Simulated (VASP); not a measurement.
# HfC (P6_3mc) in VASP: single point with r2SCAN

Aim: the single point of HfC with r2SCAN.

All numbers are computed with VASP 6.6.1; they aren't measurements. Logs are shortened: lines on timing, memory, paths and dates and some standing lists are left out, and cuts for length are marked.

## (1) The cell of the first run

The typed cell holds 4 atoms: a = 3.840 Å, b = 3.840 Å, c = 4.628 Å, α = 90.00°, β = 90.00°, γ = 120.00°.

## (2) Single point, r2SCAN

POSCAR

```
HfC
1.0
    3.8397217983      0.0000000000      0.0000000000
   -1.9198608992      3.3252966208      0.0000000000
    0.0000000000      0.0000000000      4.6275691279
Hf C
2 2
Direct
    0.3333333333      0.6666666667      0.4379958874
    0.6666666667      0.3333333333      0.9379958874
    0.3333333333      0.6666666667      0.9370041126
    0.6666666667      0.3333333333      0.4370041126
```

INCAR.step1

```
ALGO = Normal ; EDIFF = 1E-4
ENCUT = 520 ; GGA = PE
ISMEAR = 0 ; LASPH = True
LCHARG = False ; LREAL = False
LWAVE = True ; NBANDS = 22
NELM = 100 ; PREC = Accurate
SIGMA = 0.1
```

INCAR.step2

```
ALGO = Normal ; EDIFF = 1E-7
ENCUT = 520 ; ISIF = 2
ISMEAR = 0 ; ISTART = 1
LASPH = True ; LCHARG = True
LELF = True ; LMIXTAU = True
LREAL = False ; LVHAR = True
LWAVE = False ; METAGGA = R2SCAN
NBANDS = 22 ; NELM = 100
PREC = Accurate ; SIGMA = 0.1
```

KPOINTS

```
k-points
0
Gamma
  12 12 10
```

Potentials or basis: VASP PAW PBE potentials, release 64 (Hf_pv, C).

Command:

```sh
> cat potpaw_PBE.64/Hf_pv/POTCAR potpaw_PBE.64/C/POTCAR > POTCAR
> cp INCAR.step1 INCAR
> mpirun -np 1 vasp_std > vasp.out
> cp INCAR.step2 INCAR
> mpirun -np 1 vasp_std > vasp.out
```

OUTCAR:

```text
EDIFF = 1E-7
   ENCUT = 520
   ISIF = 2
   ISMEAR = 0
   ISTART = 1
   LASPH = True
   LREAL = False
   METAGGA = R2SCAN
   NELM = 100
   PREC = Accurate

 ion  position               nearest neighbor table
   1  0.333  0.667  0.438-   4 2.22   4 2.22   4 2.22   3 2.31   3 2.32   2 3.20   2 3.20   2 3.20
                             2 3.20   2 3.20   2 3.20
   2  0.667  0.333  0.938-   3 2.22   3 2.22   3 2.22   4 2.31   4 2.32   1 3.20   1 3.20   1 3.20
                             1 3.20   1 3.20   1 3.20
   3  0.333  0.667  0.937-   2 2.22   2 2.22   2 2.22   1 2.31   1 2.32
   4  0.667  0.333  0.437-   1 2.22   1 2.22   1 2.22   2 2.31   2 2.32

  LATTYP: Found a hexagonal cell.
 ALAT       =     3.8397217983
 C/A-ratio  =     1.2051834406

  Lattice vectors:

 A1 = (   3.8397217983,   0.0000000000,   0.0000000000)
 A2 = (  -1.9198608992,   3.3252966208,   0.0000000000)
 A3 = (   0.0000000000,   0.0000000000,   4.6275691279)

Analysis of symmetry for initial positions (statically):
=====================================================================
 Subroutine PRICEL returns:
 Original cell was already a primitive cell.

 Routine SETGRP: Setting up the symmetry group for a
 hexagonal supercell.

 Subroutine GETGRP returns: Found 12 space group operations
 (whereof  6 operations were pure point group operations)
 out of a pool of 24 trial point group operations.

The static configuration has the point symmetry C_3v.
 The point group associated with its full space group is C_6v.

Analysis of symmetry for dynamics (positions and initial velocities):
=====================================================================
 Subroutine PRICEL returns:
 Original cell was already a primitive cell.

 Routine SETGRP: Setting up the symmetry group for a
 hexagonal supercell.

 Subroutine GETGRP returns: Found 12 space group operations
 (whereof  6 operations were pure point group operations)
 out of a pool of 24 trial point group operations.

The dynamic configuration has the point symmetry C_3v.
 The point group associated with its full space group is C_6v.

 Subroutine INISYM returns: Found 12 space group operations
 (whereof  6 operations are pure point group operations),
 and found     1 'primitive' translations

----------------------------------------------------------------------------------------

                                     Primitive cell

  volume of cell :      59.0858

  direct lattice vectors                    reciprocal lattice vectors
     3.839721798  0.000000000  0.000000000     0.260435535  0.150362526  0.000000000
    -1.919860899  3.325296621  0.000000000     0.000000000  0.300725052  0.000000000
     0.000000000  0.000000000  4.627569128     0.000000000  0.000000000  0.216096178

  length of vectors
     3.839721798  3.839721798  4.627569128     0.300725052  0.300725052  0.216096178

  position of ions in fractional coordinates (direct lattice)
     0.333333333  0.666666667  0.437995887
     0.666666667  0.333333333  0.937995887
     0.333333333  0.666666667  0.937004113
     0.666666667  0.333333333  0.437004113

  ion indices of the primitive-cell ions
   primitive index   ion index
                 1           1
                 2           2
                 3           3
                 4           4

----------------------------------------------------------------------------------------

 KPOINTS: k-points

Automatic generation of k-mesh.
 Grid dimensions read from file:
 generate k-points for:   12   12   10

 Generating k-lattice:

  Cartesian coordinates                     Fractional coordinates (reciprocal lattice)
     0.021702961  0.012530211  0.000000000     0.083333333  0.000000000  0.000000000
     0.000000000  0.025060421  0.000000000     0.000000000  0.083333333  0.000000000
     0.000000000  0.000000000  0.021609618     0.000000000  0.000000000  0.100000000

  Length of vectors
     0.025060421  0.025060421  0.021609618

  Shift w.r.t. Gamma in fractional coordinates (k-lattice)
     0.000000000  0.000000000  0.000000000

 Subroutine IBZKPT returns following result:
 ===========================================

 Found    114 irreducible k-points:

 Following reciprocal coordinates:
            Coordinates               Weight
  0.000000  0.000000  0.000000      1.000000
  0.083333  0.000000  0.000000      6.000000
  0.166667  0.000000  0.000000      6.000000
  0.250000  0.000000  0.000000      6.000000
  0.333333 -0.000000  0.000000      6.000000
  0.416667  0.000000  0.000000      6.000000
[... 16 lines left out ...]
  0.250000  0.000000  0.100000     12.000000
  0.333333 -0.000000  0.100000     12.000000
 [... further k-points ...]
   k-points           NKPTS =    114   k-points in BZ     NKDIM =    114   number of bands    NBANDS=     22
   number of dos      NEDOS =    301   number of ions     NIONS =      4
   total plane-waves  NPLWV =  32400
   dimension x,y,z NGX =    30 NGY =   30 NGZ =   36
   dimension x,y,z NGXF=    60 NGYF=   60 NGZF=   72
   ions per type =               2   2
   NGX,Y,Z   is equivalent  to a cutoff of  12.99, 12.99, 12.93 a.u.
   NGXF,Y,Z  is equivalent  to a cutoff of  25.98, 25.98, 25.87 a.u.
 SYSTEM =  unknown system
   PREC   = accura    normal or accurate (medium, high low for compatibility)
   ISTART =      1    job   : 0-new  1-cont  2-samecut
   ICHARG =      0    charge: 1-file 2-atom 10-const
   ISPIN  =      1    spin polarized calculation?
   LNONCOLLINEAR =      F non collinear calculations
   LSORBIT =      F    spin-orbit coupling
   LASPH  =      T    aspherical Exc in radial PAW
   ENCUT  =  520.0 eV  38.22 Ry    6.18 a.u.   7.14  7.14  8.60*2*pi/ulx,y,z
   NELM   =    100;   NELMIN=  2; NELMDL=  0     # of ELM steps
   EDIFF  = 0.1E-06   stopping-criterion for ELM
   LREAL  =      F    real-space projection
   EDIFFG = 0.1E-05   stopping-criterion for IOM
   NSW    =      0    number of steps for IOM
   IBRION =     -1    ionic relax: 0-MD 1-quasi-New 2-CG
   NFREE  =      0    steps in history (QN), initial steepest desc. (CG)
   ISIF   =      2    stress and relaxation
   ISYM   =      2    0-nonsym 1-usesym 2-fastsym
   POTIM  = 0.5000    time-step for ionic-motion
   TEBEG  =    0.0;   TEEND  =   0.0 temperature during run
   PSTRESS=    0.0 pullay stress
   NELECT =      28.0000    total number of electrons
   NUPDOWN=      -1.0000    fix difference up-down
   EMIN   =  10.00;   EMAX   =-10.00  energy-range for DOS
   EFERMI =   0.00;   METHOD = LEGACY
   ISMEAR =     0;   SIGMA  =   0.10  broadening in eV -4-tet -1-fermi 0-gaus
   EFERMI_NEDOS =   21; number of points for ismear=-14 and -15
   IALGO  =     38    algorithm
   IMIX   =      4    mixing-type and parameters
     AMIX     =   0.40;   BMIX     =  1.00
     AMIX_MAG =   1.60;   BMIX_MAG =  1.00
  volume/ion in A,a.u.               =      14.77        99.68
  Fermi-wavevector in a.u.,A,eV,Ry     =   1.276340  2.411933 22.164497  1.629045
  Thomas-Fermi vector in A             =   2.409002
   LORBIT       =      0    0 simple, 1 ext, 2 COOP (PROOUT), +10 PAW based schemes
   METAGGA = R2SCAN    functional components
   LHFCALC =     F    Hartree Fock is set to
   AEXX    =    0.0000 exact exchange contribution
   IVDW    =     0    specifies the selected vdW correction
   LEPSILON=     F    determine dielectric tensor
   LRPA    =     F    only Hartree local field effects (RPA)
 non-spin polarized calculation
 Gauss-broadening in eV      SIGMA  =   0.10
  energy-cutoff  :      520.00
  volume of cell :       59.09
 maximum number of plane-waves:      1620
 NGX is ok and might be reduce to    30
   NGX = 15   NGY = 15   NGZ = 17

 number of electron      28.0000002 magnetization

 Free energy of the ion-electron system (eV)
  ---------------------------------------------------
  ext. energy  EPLUGINS =         0.00000000
  ---------------------------------------------------
  free energy    TOTEN  =      -113.65355671 eV

  energy without entropy =     -113.65260867  energy(sigma->0) =     -113.65308269

 E-fermi :   4.4978     XC(G=0): -11.9219

 val. band max:        4.4295927084   @ k =   0.4167   0.1667   0.0000
 cond. band min:       4.5605843971   @ k =   0.2500   0.1667   0.0000
 fundamental gap:      0.1309916887
 Fermi energy:         4.4977890456

 k-point     1 :       0.0000    0.0000    0.0000
  band No.  band energies     occupation
      1     -26.8315      2.00000
      2     -26.6669      2.00000
      3     -26.6669      2.00000
      4     -26.4570      2.00000
      5     -26.4570      2.00000
      6     -26.2313      2.00000
[... 14 lines left out ...]
     21      12.0355      0.00000
     22      13.7418      0.00000

 k-point     2 :       0.0833    0.0000    0.0000
  band No.  band energies     occupation
      1     -26.8219      2.00000
      2     -26.6743      2.00000
      3     -26.6723      2.00000
      4     -26.4686      2.00000
      5     -26.4562      2.00000
      6     -26.2399      2.00000
[... 14 lines left out ...]
     21      12.2729      0.00000
     22      13.1013      0.00000

 k-point     3 :       0.1667    0.0000    0.0000
  band No.  band energies     occupation
      1     -26.7942      2.00000
      2     -26.6944      2.00000
      3     -26.6866      2.00000
      4     -26.5002      2.00000
      5     -26.4543      2.00000
      6     -26.2649      2.00000
[... 14 lines left out ...]
     21      11.8690      0.00000
     22      12.3565      0.00000
[... 476 lines left out ...]
 k-point    23 :       0.2500    0.0000    0.1000
  band No.  band energies     occupation
      1     -26.7879      2.00000
      2     -26.6990      2.00000
      3     -26.6718      2.00000
      4     -26.5606      2.00000
      5     -26.4589      2.00000
      6     -26.3017      2.00000
[... 14 lines left out ...]
     21      11.2366      0.00000
     22      11.2637      0.00000

 k-point    24 :       0.3333   -0.0000    0.1000
  band No.  band energies     occupation
      1     -26.7928      2.00000
      2     -26.7163      2.00000
      3     -26.6488      2.00000
      4     -26.6041      2.00000
      5     -26.4584      2.00000
      6     -26.3408      2.00000
[... 14 lines left out ...]
     21      10.9581      0.00000
     22      11.0714      0.00000

 [... further k-points ...]
[... 5 lines left out ...]
  --------------------------------------------------------------------------------------
  -------------------------------------------------------------------------------------
  Total       -0.2699732     -0.2699732     -0.3566646      0.0000000      0.0000000      0.0000000
  in kB       -7.3206249     -7.3206249     -9.6713588      0.0000000      0.0000000      0.0000000
  external PRESSURE =      -8.1042028 kB  Pullay stress =       0.0000000 kB

 VOLUME and BASIS-vectors are now :
 -----------------------------------------------------------------------------
  energy-cutoff  :      520.00
  volume of cell :       59.09
      direct lattice vectors                 reciprocal lattice vectors
     3.839721798  0.000000000  0.000000000     0.260435535  0.150362526  0.000000000
    -1.919860899  3.325296621  0.000000000     0.000000000  0.300725052  0.000000000
     0.000000000  0.000000000  4.627569128     0.000000000  0.000000000  0.216096178

 POSITION                                       TOTAL-FORCE (eV/Angst)
 -----------------------------------------------------------------------------------
     -0.00000      2.21686      2.02686        -0.000000      0.000000     -0.002865
      1.91986      1.10843      4.34064         0.000000     -0.000000     -0.002865
     -0.00000      2.21686      4.33605         0.000000      0.000000      0.002865
      1.91986      1.10843      2.02227        -0.000000      0.000000      0.002865
 -----------------------------------------------------------------------------------
    total drift:                                0.000000     -0.000000     -0.000300

  FREE ENERGIE OF THE ION-ELECTRON SYSTEM (eV)
  ---------------------------------------------------
  free  energy   TOTEN  =      -113.6535567113 eV

  energy  without entropy=     -113.6526086741  energy(sigma->0) =     -113.65308269
```

It took 9.8 min on 1 thread of Intel Xeon Platinum 8259CL at 2.50GHz (Skylake/Cascade Lake), shared host; peak memory 0.27 GiB.

Results:

* Free energy: -113.6536 eV
* Pressure: -0.8 GPa
* Band gap on the k mesh: zero (bands 14 and 15 overlap by 1.53 eV)

Forces in eV/Å, atoms in the order of the input:
```
Hf   0.000  0.000 -0.003
Hf   0.000  0.000 -0.003
C    0.000  0.000  0.003
C    0.000  0.000  0.003
```

Levels at points of the mesh, in eV from the Fermi level:
| k point | band 11 | band 12 | band 13 | band 14 | band 15 | band 16 | band 17 | band 18 |
| --- | --- | --- | --- | --- | --- | --- | --- | --- |
| (0.00, 0.00, 0.00) | -2.81 | -2.81 | -2.16 | 1.21 | 1.50 | 1.50 | 2.62 | 5.16 |
| (0.50, 0.00, 0.00) | -2.09 | -1.84 | -1.53 | -0.35 | 0.38 | 1.97 | 3.32 | 4.13 |
| (0.00, 0.00, 0.50) | -3.31 | -3.31 | -3.31 | -3.31 | 4.55 | 4.55 | 4.73 | 4.73 |
| (0.50, 0.00, 0.50) | -2.54 | -2.54 | -1.76 | -1.76 | 2.61 | 2.61 | 3.95 | 3.95 |

Caveat: the PAW data sets were made with another functional, which shifts forces and pressure a little; spin-orbit coupling is left out, which moves the levels of the heavy elements.

The gap in the log of VASP goes by the Fermi energy; the results here count the filled bands.